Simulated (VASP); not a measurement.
# Ga2As3 (R-3m) in VASP: further runs, part 2 of 2

VASP 6.6.1. The steps go on from the part before.

**3. Single point, PBE**

This run uses another cell than the first one, of 20.54 Å³/atom.

The input, INCAR:

```
PREC     = Accurate       # precision mode
ENCUT    = 520            # plane-wave cutoff, eV
EDIFF    = 1E-6           # SCF threshold, eV
ISMEAR   = 0              # smearing method
SIGMA    = 0.1            # smearing width, eV
LREAL    = False          # projectors in reciprocal space
LASPH    = True           # aspherical terms in the spheres
NELM     = 80             # most SCF steps
ALGO     = Normal         # electronic algorithm
ISIF     = 2              # what is computed and relaxed
LWAVE    = False          # write WAVECAR
LCHARG   = False          # write CHGCAR
GGA      = PE             # functional
NBANDS   = 28             # bands
```

The input, KPOINTS:

```
Automatic mesh
0
Gamma
  6 6 6
```

The input, POSCAR:

```
Ga2As3
1.0
    1.9324974754      1.1157279376      7.9404120641
   -1.9324974754      1.1157279376      7.9404120641
    0.0000000000     -2.2314558753      7.9404120641
Ga As
2 3
Direct
    0.3929386037      0.3929386037      0.3929386037
    0.6070613963      0.6070613963      0.6070613963
    0.0000000000      0.0000000000      0.0000000000
    0.1955024711      0.1955024711      0.1955024711
    0.8044975289      0.8044975289      0.8044975289
```

Potentials or basis: VASP PAW PBE potentials, release 64 (Ga_d, As).

Command:

```
> cat potpaw_PBE.64/Ga_d/POTCAR potpaw_PBE.64/As/POTCAR > POTCAR
> mpirun -np 1 vasp_std > vasp.out
```

OUTCAR:

```text
PREC = Accurate
   ENCUT = 520
   EDIFF = 1E-6
   ISMEAR = 0
   LREAL = False
   LASPH = True
   NELM = 80
   ISIF = 2
   GGA = PE

 ion  position               nearest neighbor table
   1  0.393  0.393  0.393-   3 2.64   3 2.64   3 2.64   5 2.91   5 2.91   5 2.91
   2  0.607  0.607  0.607-   3 2.64   3 2.64   3 2.64   4 2.91   4 2.91   4 2.91
   3  0.000  0.000  0.000-   2 2.64   1 2.64   2 2.64   2 2.64   1 2.64   1 2.64
   4  0.196  0.196  0.196-   5 2.62   5 2.62   5 2.62   2 2.91   2 2.91   2 2.91
   5  0.804  0.804  0.804-   4 2.62   4 2.62   4 2.62   1 2.91   1 2.91   1 2.91

  LATTYP: Found a trigonal (rhomboedric) cell.
 ALAT       =     8.2480021260
 COS(alpha) =     0.8902080907

  Lattice vectors:

 A1 = (   1.9324974754,   1.1157279376,   7.9404120641)
 A2 = (  -1.9324974754,   1.1157279376,   7.9404120641)
 A3 = (   0.0000000000,  -2.2314558753,   7.9404120641)

Analysis of symmetry for initial positions (statically):
=====================================================================
 Subroutine PRICEL returns:
 Original cell was already a primitive cell.

 Routine SETGRP: Setting up the symmetry group for a
 trigonal (rhombohedral) supercell.

 Subroutine GETGRP returns: Found 12 space group operations
 (whereof 12 operations were pure point group operations)
 out of a pool of 12 trial point group operations.

The static configuration has the point symmetry D_3d.

Analysis of symmetry for dynamics (positions and initial velocities):
=====================================================================
 Subroutine PRICEL returns:
 Original cell was already a primitive cell.

 Routine SETGRP: Setting up the symmetry group for a
 trigonal (rhombohedral) supercell.

 Subroutine GETGRP returns: Found 12 space group operations
 (whereof 12 operations were pure point group operations)
 out of a pool of 12 trial point group operations.

The dynamic configuration has the point symmetry D_3d.
[... 119 lines left out ...]
   EFERMI =   0.00;   METHOD = LEGACY
   ISMEAR =     0;   SIGMA  =   0.10  broadening in eV -4-tet -1-fermi 0-gaus
   EFERMI_NEDOS =   21; number of points for ismear=-14 and -15
   IALGO  =     38    algorithm
   IMIX   =      4    mixing-type and parameters
     AMIX     =   0.40;   BMIX     =  1.00
     AMIX_MAG =   1.60;   BMIX_MAG =  1.00
  volume/ion in A,a.u.               =      20.54       138.64
  Fermi-wavevector in a.u.,A,eV,Ry     =   1.205348  2.277776 19.767396  1.452863
  Thomas-Fermi vector in A             =   2.341046
   LORBIT       =      0    0 simple, 1 ext, 2 COOP (PROOUT), +10 PAW based schemes
   GGA     = PE    functional components
   LHFCALC =     F    Hartree Fock is set to
   AEXX    =    0.0000 exact exchange contribution
   IVDW    =     0    specifies the selected vdW correction
   LEPSILON=     F    determine dielectric tensor
   LRPA    =     F    only Hartree local field effects (RPA)
 non-spin polarized calculation
 Gauss-broadening in eV      SIGMA  =   0.10
  energy-cutoff  :      520.00
  volume of cell :      102.72
 maximum number of plane-waves:      2794
 NGX is ok and might be reduce to    64
   NGX = 31   NGY = 31   NGZ = 31

 number of electron      40.9999994 magnetization

 Free energy of the ion-electron system (eV)
  ---------------------------------------------------
  ext. energy  EPLUGINS =         0.00000000
  ---------------------------------------------------
  free energy    TOTEN  =       -19.99562251 eV

  energy without entropy =      -19.98599889  energy(sigma->0) =      -19.99081070

 E-fermi :   5.0052     XC(G=0): -10.3273

 val. band max:        4.9882418846   @ k =  -0.3333   0.1667   0.0000
 cond. band min:       5.1370863088   @ k =  -0.1667   0.1667   0.1667
 fundamental gap:      0.1488444242
 Fermi energy:         5.0052455529

 k-point     1 :       0.0000    0.0000    0.0000
  band No.  band energies     occupation
      1      -9.6838      2.00000
      2      -9.6838      2.00000
      3      -9.6590      2.00000
      4      -9.6590      2.00000
      5      -9.6521      2.00000
      6      -9.6467      2.00000
[... 733 lines left out ...]
     27       9.9075      0.00000
     28      10.2782      0.00000

 [... further k-points ...]
[... 5 lines left out ...]
  --------------------------------------------------------------------------------------
  -------------------------------------------------------------------------------------
  Total        0.1467407      0.1467407      0.1200855      0.0000000     -0.0000000      0.0000000
  in kB        2.2887037      2.2887037      1.8729647      0.0000000     -0.0000000      0.0000000
  external PRESSURE =       2.1501240 kB  Pullay stress =       0.0000000 kB

 VOLUME and BASIS-vectors are now :
 -----------------------------------------------------------------------------
  energy-cutoff  :      520.00
  volume of cell :      102.72
      direct lattice vectors                 reciprocal lattice vectors
     1.932497475  1.115727938  7.940412064     0.258732550  0.149379307  0.041979350
    -1.932497475  1.115727938  7.940412064    -0.258732550  0.149379307  0.041979350
     0.000000000 -2.231455875  7.940412064     0.000000000 -0.298758615  0.041979350

 POSITION                                       TOTAL-FORCE (eV/Angst)
 -----------------------------------------------------------------------------------
      0.00000     -0.00000      9.36028         0.000000     -0.000000      0.015742
      0.00000     -0.00000     14.46095         0.000000      0.000000     -0.015742
      0.00000      0.00000      0.00000        -0.000000      0.000000     -0.000000
      0.00000     -0.00000      4.65711         0.000000     -0.000000      0.024340
      0.00000     -0.00000     19.16413         0.000000      0.000000     -0.024340
 -----------------------------------------------------------------------------------
    total drift:                                0.000000      0.000000     -0.000000

  FREE ENERGIE OF THE ION-ELECTRON SYSTEM (eV)
  ---------------------------------------------------
  free  energy   TOTEN  =       -19.9956225107 eV

  energy  without entropy=      -19.9859988912  energy(sigma->0) =      -19.99081070
```

It took 5.7 min on 1 thread of Intel Xeon Platinum 8259CL at 2.50GHz (Skylake/Cascade Lake), shared host; peak memory 0.56 GiB.

Results:

```
Free energy            : -19.9956 eV
Pressure               : 0.2 GPa
Largest force          : 0.024 eV/Å
Band gap on the k mesh : zero (an odd number of electrons rules out a gap without spin polarisation)
```

Forces in eV/Å, atoms in the order of the input:
```
Ga   0.000  0.000  0.016
Ga   0.000  0.000 -0.016
As   0.000  0.000  0.000
As   0.000  0.000  0.024
As   0.000  0.000 -0.024
```

Caveat: an odd number of electrons without spin polarisation forces a metal; a magnetic or distorted state may lie lower.

The gap in the log of VASP goes by the Fermi energy; the results here count the filled bands.